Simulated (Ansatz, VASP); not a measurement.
# Two plane-wave programs on MgF2

```
CELL_PARAMETERS angstrom
4.62202 0.00000 0.00000
0.00000 4.62202 0.00000
0.00000 0.00000 3.16796
ATOMIC_POSITIONS crystal
Mg 0.00000 0.00000 0.00000
Mg 0.50000 0.50000 0.50000
F 0.30432 0.30432 0.00000
F 0.19568 0.80432 0.50000
F 0.80432 0.19568 0.50000
F 0.69568 0.69568 0.00000
```

Change from the starting cell: uniaxial_z strain +4.0%.

Alike in both runs: task single point; functional r2SCAN; k mesh 6 × 6 × 8; no spin polarisation.

|  | VASP | Ansatz |
| --- | --- | --- |
| version | VASP 6.6.1 | Ansatz 0.2.0 |
| potentials or method | VASP PAW PBE potentials, release 64 (Mg, F) | plane waves, PAW |
| plane-wave cutoff (eV) | 660 | 500 |
| occupations | gaussian, width 0.01 eV | fixed |
| valence electrons in the cell | 32 | 48 |

|  | VASP | Ansatz | Ansatz less VASP |
| --- | --- | --- | --- |
| gap on the k mesh at the Fermi level (eV) | 7.70 | 7.74 | +0.038 |
| pressure (GPa) | -5.5 | -4.1 | +1.41 |
| traceless stress, the component that is largest in VASP (GPa) | -3.54 | -3.40 | +0.134 |

VASP's potentials were made for PBE, not for r2SCAN. VASP's potentials hold 32 valence electrons a cell and Ansatz's 48, so a difference there can come from the potentials and not from the codes.
